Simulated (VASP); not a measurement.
A run of VASP 6.6.1 is set up as follows.

INCAR

```
SYSTEM = H
PREC     = Accurate       ! precision mode
ENCUT    = 500            ! plane-wave cutoff, eV
EDIFF    = 1E-6           ! SCF threshold, eV
ISMEAR   = -1             ! smearing method
SIGMA    = 0.03           ! smearing width, eV
LREAL    = .False.        ! projectors in reciprocal space
LASPH    = .True.         ! aspherical terms in the spheres
NELM     = 120            ! most SCF steps
ALGO     = Normal         ! electronic algorithm
ISIF     = 2              ! what is computed and relaxed
LWAVE    = .False.        ! write WAVECAR
LCHARG   = .False.        ! write CHGCAR
GGA      = PS             ! functional
NBANDS   = 8              ! bands
GGA_COMPAT= .False.
```

The input KPOINTS:

```
regular mesh
0
Gamma
  13 13 7
  0 0 0
```

POSCAR

```
H
1.0
    1.9877664242      0.0000000000      0.0000000000
   -0.9938832121      1.7214562201      0.0000000000
    0.0000000000      0.0000000000      3.1932513938
H
2
Direct
    0.3333333333      0.6666666667      0.2500000000
    0.6666666667      0.3333333333      0.7500000000
```

Potentials or basis: VASP PAW PBE potentials, release 64 (H).

The run is started by

```console
$ cat potpaw_PBE.64/H/POTCAR > POTCAR
$ mpirun -np 1 vasp_std > vasp.out
```

**Question.** Estimate the band gap on the k mesh.

**Answer.** Zero (bands 1 and 2 overlap by 9.15 eV).

**Question.** Predict the pressure.

**Answer.** -25.7 GPa.

Stress tensor (GPa, compression positive):
```
-24.78   0.00   0.00
  0.00 -24.78   0.00
  0.00   0.00 -27.69
```

Caveat: the cell stands under tension; the atoms stand far beyond bonding distance, and open shells without spin polarisation read as a metal; the PAW data sets were made with another functional, which shifts forces and pressure a little.
